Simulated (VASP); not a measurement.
# SiO2 (P4_2/mnm) in VASP: further runs

SiO2 is run at these levels: PBE; tasks: electric field gradients.

Program: VASP 6.6.1. These are calculated values, not measurements. Logs are shortened: lines on timing, memory, paths and dates and some standing lists are left out, and cuts for length are marked.

## 1. The cell of the first run

The structure is tetragonal, space group P4_2/mnm (No. 136). The conventional cell has a = 4.124 Å, b = 4.124 Å, c = 2.632 Å, α = 90.00°, β = 90.00°, γ = 90.00°. Within 2.3 Å of Si (site symmetry mmm) lie 6 O at 1.73 to 1.79 Å. Within 2.3 Å of O (site symmetry m2m) lie 3 Si at 1.73 to 1.79 Å and 1 O at 2.25 Å.

## 2. Electric field gradients, PBE (volume scaled by 0.96)

File INCAR:

```
ALGO = Normal
EDIFF = 1E-8
ENCUT = 520
GGA = PE
ISIF = 2
ISMEAR = -1
LASPH = True
LCHARG = False
LEFG = True
LREAL = False
LWAVE = False
NBANDS = 25
NELM = 100
PREC = Accurate
SIGMA = 0.03
```

File KPOINTS:

```
k-points
0
Gamma
  6 6 9
```

File POSCAR:

```
SiO2
1.0
    4.1236052368      0.0000000000      0.0000000000
    0.0000000000      4.1236052368      0.0000000000
    0.0000000000      0.0000000000      2.6317442288
Si O
2 4
Direct
    0.0000000000      0.0000000000      0.0000000000
    0.5000000000      0.5000000000      0.5000000000
    0.3067000000      0.3067000000      0.0000000000
    0.1933000000      0.8067000000      0.5000000000
    0.6933000000      0.6933000000      0.0000000000
    0.8067000000      0.1933000000      0.5000000000
```

Potentials or basis: VASP PAW PBE potentials, release 64 (Si, O).

Command:

```
$ cat potpaw_PBE.64/Si/POTCAR potpaw_PBE.64/O/POTCAR > POTCAR
$ mpirun -np 1 vasp_std > vasp.out
```

OUTCAR:

```text
EDIFF = 1E-8
   ENCUT = 520
   GGA = PE
   ISIF = 2
   ISMEAR = -1
   LASPH = True
   LREAL = False
   NELM = 100
   PREC = Accurate

 ion  position               nearest neighbor table
   1  0.000  0.000  0.000-   4 1.73   6 1.73   4 1.73   6 1.73   5 1.79   3 1.79
   2  0.500  0.500  0.500-   3 1.73   5 1.73   3 1.73   5 1.73   4 1.79   6 1.79
   3  0.307  0.307  0.000-   2 1.73   2 1.73   1 1.79
   4  0.193  0.807  0.500-   1 1.73   1 1.73   2 1.79
   5  0.693  0.693  0.000-   2 1.73   2 1.73   1 1.79
   6  0.807  0.193  0.500-   1 1.73   1 1.73   2 1.79

  LATTYP: Found a simple tetragonal cell.
 ALAT       =     4.1236052368
 C/A-ratio  =     0.6382143968

  Lattice vectors:

 A1 = (   4.1236052368,   0.0000000000,   0.0000000000)
 A2 = (   0.0000000000,   4.1236052368,   0.0000000000)
 A3 = (   0.0000000000,   0.0000000000,   2.6317442288)

Analysis of symmetry for initial positions (statically):
=====================================================================
 Subroutine PRICEL returns:
 Original cell was already a primitive cell.

 Routine SETGRP: Setting up the symmetry group for a
 simple tetragonal supercell.

 Subroutine GETGRP returns: Found 16 space group operations
 (whereof  8 operations were pure point group operations)
 out of a pool of 16 trial point group operations.

The static configuration has the point symmetry D_2h.
 The point group associated with its full space group is D_4h.

Analysis of symmetry for dynamics (positions and initial velocities):
=====================================================================
 Subroutine PRICEL returns:
 Original cell was already a primitive cell.

 Routine SETGRP: Setting up the symmetry group for a
 simple tetragonal supercell.

 Subroutine GETGRP returns: Found 16 space group operations
 (whereof  8 operations were pure point group operations)
 out of a pool of 16 trial point group operations.

The dynamic configuration has the point symmetry D_2h.
 The point group associated with its full space group is D_4h.

 Subroutine INISYM returns: Found 16 space group operations
 (whereof  8 operations are pure point group operations),
 and found     1 'primitive' translations

----------------------------------------------------------------------------------------

                                     Primitive cell

  volume of cell :      44.7505

  direct lattice vectors                    reciprocal lattice vectors
     4.123605237  0.000000000  0.000000000     0.242506240  0.000000000  0.000000000
     0.000000000  4.123605237  0.000000000     0.000000000  0.242506240  0.000000000
     0.000000000  0.000000000  2.631744229     0.000000000  0.000000000  0.379976135

  length of vectors
     4.123605237  4.123605237  2.631744229     0.242506240  0.242506240  0.379976135

  position of ions in fractional coordinates (direct lattice)
     0.000000000  0.000000000  0.000000000
     0.500000000  0.500000000  0.500000000
     0.306700000  0.306700000  0.000000000
     0.193300000  0.806700000  0.500000000
     0.693300000  0.693300000  0.000000000
     0.806700000  0.193300000  0.500000000

  ion indices of the primitive-cell ions
   primitive index   ion index
                 1           1
                 2           2
                 3           3
                 4           4
                 5           5
                 6           6

----------------------------------------------------------------------------------------

 KPOINTS: k-points

Automatic generation of k-mesh.
 Grid dimensions read from file:
 generate k-points for:    6    6    9

 Generating k-lattice:

  Cartesian coordinates                     Fractional coordinates (reciprocal lattice)
[... 49 lines left out ...]
   NGXF,Y,Z  is equivalent  to a cutoff of  25.80, 25.80, 25.27 a.u.
 SYSTEM =  unknown system
   PREC   = accura    normal or accurate (medium, high low for compatibility)
   ISTART =      0    job   : 0-new  1-cont  2-samecut
   ICHARG =      2    charge: 1-file 2-atom 10-const
   ISPIN  =      1    spin polarized calculation?
   LNONCOLLINEAR =      F non collinear calculations
   LSORBIT =      F    spin-orbit coupling
   LASPH  =      T    aspherical Exc in radial PAW
   ENCUT  =  520.0 eV  38.22 Ry    6.18 a.u.   7.67  7.67  4.89*2*pi/ulx,y,z
   NELM   =    100;   NELMIN=  2; NELMDL= -5     # of ELM steps
   EDIFF  = 0.1E-07   stopping-criterion for ELM
   LREAL  =      F    real-space projection
   EDIFFG = 0.1E-06   stopping-criterion for IOM
   NSW    =      0    number of steps for IOM
   IBRION =     -1    ionic relax: 0-MD 1-quasi-New 2-CG
   NFREE  =      0    steps in history (QN), initial steepest desc. (CG)
   ISIF   =      2    stress and relaxation
   ISYM   =      2    0-nonsym 1-usesym 2-fastsym
   POTIM  = 0.5000    time-step for ionic-motion
   TEBEG  =    0.0;   TEEND  =   0.0 temperature during run
   PSTRESS=    0.0 pullay stress
   NELECT =      32.0000    total number of electrons
   NUPDOWN=      -1.0000    fix difference up-down
   EMIN   =  10.00;   EMAX   =-10.00  energy-range for DOS
   EFERMI =   0.00;   METHOD = LEGACY
   ISMEAR =    -1;   SIGMA  =   0.03  broadening in eV -4-tet -1-fermi 0-gaus
   EFERMI_NEDOS =   21; number of points for ismear=-14 and -15
   IALGO  =     38    algorithm
   IMIX   =      4    mixing-type and parameters
     AMIX     =   0.40;   BMIX     =  1.00
     AMIX_MAG =   1.60;   BMIX_MAG =  1.00
  volume/ion in A,a.u.               =       7.46        50.33
  Fermi-wavevector in a.u.,A,eV,Ry     =   1.463948  2.766460 29.159226  2.143143
  Thomas-Fermi vector in A             =   2.579982
   LORBIT       =      0    0 simple, 1 ext, 2 COOP (PROOUT), +10 PAW based schemes
   GGA     = PE    functional components
   LHFCALC =     F    Hartree Fock is set to
   AEXX    =    0.0000 exact exchange contribution
   IVDW    =     0    specifies the selected vdW correction
   LEPSILON=     F    determine dielectric tensor
   LRPA    =     F    only Hartree local field effects (RPA)
 non-spin polarized calculation
  energy-cutoff  :      520.00
  volume of cell :       44.75
 maximum number of plane-waves:      1234
 NGX is ok and might be reduce to    32
   NGX = 15   NGY = 15   NGZ =  9

 number of electron      31.9999985 magnetization

 Free energy of the ion-electron system (eV)
  ---------------------------------------------------
  ext. energy  EPLUGINS =         0.00000000
  ---------------------------------------------------
  free energy    TOTEN  =       -46.04008503 eV

  energy without entropy =      -46.04008503  energy(sigma->0) =      -46.04008503

 E-fermi :   9.4526     XC(G=0): -12.4773

 val. band max:        8.7906640173   @ k =   0.0000   0.0000   0.0000
 cond. band min:      15.1557721053   @ k =   0.0000   0.0000   0.0000
 fundamental gap:      6.3651080881
 Fermi energy:         9.4525974344

 k-point     1 :       0.0000    0.0000    0.0000
  band No.  band energies     occupation
      1     -14.2194      2.00000
      2     -10.3610      2.00000
      3     -10.3610      2.00000
      4     -10.1613      2.00000
      5      -2.2826      2.00000
      6       2.1486      2.00000
[... 661 lines left out ...]
     24      21.7379      0.00000
     25      23.0585      0.00000

 [... further k-points ...]
[... 5 lines left out ...]
  --------------------------------------------------------------------------------------
  -------------------------------------------------------------------------------------
  Total        6.9172514      6.9172514      8.2318556     -0.0000000      0.0000000      0.0000000
  in kB      247.6545436    247.6545436    294.7205932     -0.0000000      0.0000000      0.0000000
  external PRESSURE =     263.3432268 kB  Pullay stress =       0.0000000 kB

 VOLUME and BASIS-vectors are now :
 -----------------------------------------------------------------------------
  energy-cutoff  :      520.00
  volume of cell :       44.75
      direct lattice vectors                 reciprocal lattice vectors
     4.123605237  0.000000000  0.000000000     0.242506240  0.000000000  0.000000000
     0.000000000  4.123605237  0.000000000     0.000000000  0.242506240  0.000000000
     0.000000000  0.000000000  2.631744229     0.000000000  0.000000000  0.379976135

 POSITION                                       TOTAL-FORCE (eV/Angst)
 -----------------------------------------------------------------------------------
      0.00000      0.00000      0.00000         0.000000     -0.000000      0.000000
      2.06180      2.06180      1.31587         0.000000     -0.000000      0.000000
      1.26471      1.26471      0.00000        -0.393483     -0.393483      0.000000
      0.79709      3.32651      1.31587         0.393483     -0.393483      0.000000
      2.85890      2.85890      0.00000         0.393483      0.393483      0.000000
      3.32651      0.79709      1.31587        -0.393483      0.393483      0.000000
 -----------------------------------------------------------------------------------
    total drift:                                0.000000      0.000000      0.000000

  FREE ENERGIE OF THE ION-ELECTRON SYSTEM (eV)
  ---------------------------------------------------
  free  energy   TOTEN  =       -46.0400850296 eV

  energy  without entropy=      -46.0400850296  energy(sigma->0) =      -46.04008503

 Electric field gradients (V/A^2)
---------------------------------------------------------------------
 ion       V_xx      V_yy      V_zz      V_xy      V_xz      V_yz
---------------------------------------------------------------------
   1       9.509     9.509   -19.019    13.747     0.000    -0.000
   2       9.509     9.509   -19.019   -13.747     0.000     0.000
   3     -22.840   -22.840    45.681    82.236    -0.000    -0.000
   4     -22.840   -22.840    45.681   -82.236     0.000     0.000
   5     -22.840   -22.840    45.681    82.236    -0.000    -0.000
   6     -22.840   -22.840    45.681   -82.236     0.000    -0.000
---------------------------------------------------------------------

 Electric field gradients after diagonalization (V/A^2)
 (convention: |V_zz| > |V_xx| > |V_yy|)
----------------------------------------------------------------------
 ion       V_xx      V_yy      V_zz     asymmetry (V_yy - V_xx)/ V_zz
----------------------------------------------------------------------
   1     -19.019    -4.238    23.257       0.636
   2     -19.019    -4.238    23.257       0.636
   3      59.396    45.681  -105.077       0.131
   4      59.396    45.681  -105.077       0.131
   5      59.396    45.681  -105.077       0.131
   6      59.396    45.681  -105.077       0.131
----------------------------------------------------------------------

           NMR quadrupolar parameters

 Cq : quadrupolar parameter    Cq=e*Q*V_zz/h
 eta: asymmetry parameters     (V_yy - V_xx)/ V_zz
 Q  : nuclear electric quadrupole moment in mb (millibarn)
----------------------------------------------------------------------
 ion       Cq(MHz)       eta       Q (mb)
----------------------------------------------------------------------
   1       0.056       0.636       1.000
   2       0.056       0.636       1.000
   3      -0.254       0.131       1.000
   4      -0.254       0.131       1.000
   5      -0.254       0.131       1.000
   6      -0.254       0.131       1.000
----------------------------------------------------------------------
```

It took 22 s on 1 thread of Intel Xeon Platinum 8559C (Emerald Rapids), shared host; peak memory 0.17 GiB.

What came out:

- Free energy: -46.0401 eV
- Pressure: 26.3 GPa
- Largest force: 0.556 eV/Å
- Band gap on the k mesh: 6.37 eV, direct

Forces on the atoms (eV/Å):
```
Si   0.000  0.000  0.000
Si   0.000  0.000  0.000
O   -0.393 -0.393  0.000
O    0.393 -0.393  0.000
O    0.393  0.393  0.000
O   -0.393  0.393  0.000
```

Stress tensor (GPa, compression positive):
```
24.77  0.00  0.00
 0.00 24.77  0.00
 0.00  0.00 29.47
```

Levels at points of the mesh, in eV from the valence-band top:
```tsv
k point	band 14	band 15	band 16	band 17	band 18	band 19
(0.00, 0.00, 0.00)	-0.89	-0.89	0.00	6.37	6.84	8.87
(0.50, 0.00, 0.00)	-2.79	-1.12	-1.12	8.26	8.26	9.43
(0.50, 0.50, 0.00)	-2.72	-2.41	-2.41	7.89	7.89	10.45
```

Electric field gradients, principal values (V/Å²):
```
atom   least   middle  greatest (by size)
1 Si  -4.238  -19.019              23.257
2 Si  -4.238  -19.019              23.257
 3 O  45.681   59.396            -105.077
 4 O  45.681   59.396            -105.077
 5 O  45.681   59.396            -105.077
 6 O  45.681   59.396            -105.077
```

Caveat: without QUAD_EFG the Cq values of the log hold for a quadrupole moment of 1 mb, not for the nuclei.

## 3. Electric field gradients, PBE (volume scaled by 0.96)

File INCAR:

```
SYSTEM = SiO2
PREC = Accurate ; ENCUT = 520
EDIFF = 1E-8 ; ISMEAR = -1
SIGMA = 0.03 ; LREAL = .False.
LASPH = .True. ; NELM = 60
ALGO = Normal ; ISIF = 2
LWAVE = .False. ; LCHARG = .False.
GGA = PE ; LEFG = .True.
NBANDS = 25
```

File KPOINTS:

```
regular mesh
0
Gamma
  6 6 9
  0 0 0
```

POSCAR is that of step 2.

Potentials or basis: VASP PAW PBE potentials, release 64 (Si, O).

Command:

```
$ cat potpaw_PBE.64/Si/POTCAR potpaw_PBE.64/O/POTCAR > POTCAR
$ mpirun -np 1 vasp_std > vasp.out
```

OUTCAR:

```text
SYSTEM = SiO2
   PREC = Accurate
   ENCUT = 520
   EDIFF = 1E-8
   ISMEAR = -1
   LREAL = .False.
   LASPH = .True.
   NELM = 60
   ISIF = 2
   GGA = PE

 ion  position               nearest neighbor table
   1  0.000  0.000  0.000-   4 1.73   6 1.73   4 1.73   6 1.73   5 1.79   3 1.79
   2  0.500  0.500  0.500-   3 1.73   5 1.73   3 1.73   5 1.73   4 1.79   6 1.79
   3  0.307  0.307  0.000-   2 1.73   2 1.73   1 1.79
   4  0.193  0.807  0.500-   1 1.73   1 1.73   2 1.79
   5  0.693  0.693  0.000-   2 1.73   2 1.73   1 1.79
   6  0.807  0.193  0.500-   1 1.73   1 1.73   2 1.79

  LATTYP: Found a simple tetragonal cell.
 ALAT       =     4.1236052368
 C/A-ratio  =     0.6382143968

  Lattice vectors:

 A1 = (   4.1236052368,   0.0000000000,   0.0000000000)
 A2 = (   0.0000000000,   4.1236052368,   0.0000000000)
 A3 = (   0.0000000000,   0.0000000000,   2.6317442288)

Analysis of symmetry for initial positions (statically):
=====================================================================
 Subroutine PRICEL returns:
 Original cell was already a primitive cell.
[... 888 lines left out ...]
 -----------------------------------------------------------------------------------
    total drift:                                0.000000      0.000000      0.000000

  FREE ENERGIE OF THE ION-ELECTRON SYSTEM (eV)
  ---------------------------------------------------
  free  energy   TOTEN  =       -46.0400850296 eV

  energy  without entropy=      -46.0400850296  energy(sigma->0) =      -46.04008503

 Electric field gradients (V/A^2)
---------------------------------------------------------------------
 ion       V_xx      V_yy      V_zz      V_xy      V_xz      V_yz
---------------------------------------------------------------------
   1       9.509     9.509   -19.019    13.747     0.000    -0.000
   2       9.509     9.509   -19.019   -13.747     0.000     0.000
   3     -22.840   -22.840    45.681    82.236    -0.000    -0.000
   4     -22.840   -22.840    45.681   -82.236     0.000     0.000
   5     -22.840   -22.840    45.681    82.236    -0.000    -0.000
   6     -22.840   -22.840    45.681   -82.236     0.000    -0.000
---------------------------------------------------------------------

 Electric field gradients after diagonalization (V/A^2)
 (convention: |V_zz| > |V_xx| > |V_yy|)
----------------------------------------------------------------------
 ion       V_xx      V_yy      V_zz     asymmetry (V_yy - V_xx)/ V_zz
----------------------------------------------------------------------
   1     -19.019    -4.238    23.257       0.636
   2     -19.019    -4.238    23.257       0.636
   3      59.396    45.681  -105.077       0.131
   4      59.396    45.681  -105.077       0.131
   5      59.396    45.681  -105.077       0.131
   6      59.396    45.681  -105.077       0.131
----------------------------------------------------------------------

           NMR quadrupolar parameters

 Cq : quadrupolar parameter    Cq=e*Q*V_zz/h
 eta: asymmetry parameters     (V_yy - V_xx)/ V_zz
 Q  : nuclear electric quadrupole moment in mb (millibarn)
----------------------------------------------------------------------
 ion       Cq(MHz)       eta       Q (mb)
----------------------------------------------------------------------
   1       0.056       0.636       1.000
   2       0.056       0.636       1.000
   3      -0.254       0.131       1.000
   4      -0.254       0.131       1.000
   5      -0.254       0.131       1.000
   6      -0.254       0.131       1.000
----------------------------------------------------------------------
```

OSZICAR:

```text
N       E                     dE             d eps       ncg     rms          rms(c)
DAV:   1     0.134198327185E+03    0.13420E+03   -0.17840E+04  2540   0.124E+03
DAV:   2    -0.442139998838E+02   -0.17841E+03   -0.17231E+03  3154   0.284E+02
DAV:   3    -0.507590923536E+02   -0.65451E+01   -0.65178E+01  3360   0.512E+01
DAV:   4    -0.507993585337E+02   -0.40266E-01   -0.40256E-01  2955   0.467E+00
DAV:   5    -0.507996625040E+02   -0.30397E-03   -0.30393E-03  3357   0.386E-01    0.185E+01
DAV:   6    -0.459941421598E+02    0.48055E+01   -0.13201E+01  3140   0.247E+01    0.864E+00
DAV:   7    -0.460194187330E+02   -0.25277E-01   -0.81039E-01  3177   0.540E+00    0.306E+00
DAV:   8    -0.460335817967E+02   -0.14163E-01   -0.26319E-02  3013   0.141E+00    0.111E+00
DAV:   9    -0.460398948619E+02   -0.63131E-02   -0.95094E-03  3196   0.824E-01    0.265E-01
DAV:  10    -0.460400928516E+02   -0.19799E-03   -0.36768E-04  3205   0.141E-01    0.393E-02
DAV:  11    -0.460400836439E+02    0.92076E-05   -0.59160E-05  3220   0.563E-02    0.104E-02
DAV:  12    -0.460400849266E+02   -0.12827E-05   -0.43200E-06  3122   0.156E-02    0.310E-03
DAV:  13    -0.460400850388E+02   -0.11220E-06   -0.54457E-07  3264   0.528E-03    0.408E-03
DAV:  14    -0.460400850296E+02    0.91650E-08   -0.15796E-08  2412   0.900E-04
   1 F= -.46040085E+02 E0= -.46040085E+02  d E =-.113511E-11
```

stdout:

```text
POSCAR found type information on POSCAR SiO
 POSCAR found :  2 types and       6 ions
 scaLAPACK will be used
 LDA part: xc-table for (Slater+PW92), standard interpolation
 POSCAR, INCAR and KPOINTS ok, starting setup
 FFT: planning ... GRIDC
 FFT: planning ... GRID_SOFT
 FFT: planning ... GRID
 WAVECAR not read
 entering main loop
ion   1

ion   2

ion   3

ion   4

ion   5

ion   6
```

Wall time 24 s (1 thread of Intel Xeon Platinum 8559C (Emerald Rapids), shared host); peak memory 0.17 GiB.

What came out:

- Free energy: -46.0401 eV
- Pressure: 26.3 GPa
- Largest force: 0.556 eV/Å
- Band gap on the k mesh: 6.37 eV, direct

Forces on the atoms (eV/Å):
```
Si   0.000  0.000  0.000
Si   0.000  0.000  0.000
O   -0.393 -0.393  0.000
O    0.393 -0.393  0.000
O    0.393  0.393  0.000
O   -0.393  0.393  0.000
```

Stress tensor (GPa, compression positive):
```
24.77  0.00  0.00
 0.00 24.77  0.00
 0.00  0.00 29.47
```

Levels at points of the mesh, in eV from the valence-band top:
| k point | band 14 | band 15 | band 16 | band 17 | band 18 | band 19 |
| --- | --- | --- | --- | --- | --- | --- |
| (0.00, 0.00, 0.00) | -0.89 | -0.89 | 0.00 | 6.37 | 6.84 | 8.87 |
| (0.50, 0.00, 0.00) | -2.79 | -1.12 | -1.12 | 8.26 | 8.26 | 9.43 |
| (0.50, 0.50, 0.00) | -2.72 | -2.41 | -2.41 | 7.89 | 7.89 | 10.45 |

Electric field gradients, principal values (V/Å²):
| atom | least | middle | greatest (by size) |
| --- | --- | --- | --- |
| 1 Si | -4.238 | -19.019 | 23.257 |
| 2 Si | -4.238 | -19.019 | 23.257 |
| 3 O | 45.681 | 59.396 | -105.077 |
| 4 O | 45.681 | 59.396 | -105.077 |
| 5 O | 45.681 | 59.396 | -105.077 |
| 6 O | 45.681 | 59.396 | -105.077 |

Caveat: without QUAD_EFG the Cq values of the log hold for a quadrupole moment of 1 mb, not for the nuclei. A k mesh can miss the band edges.
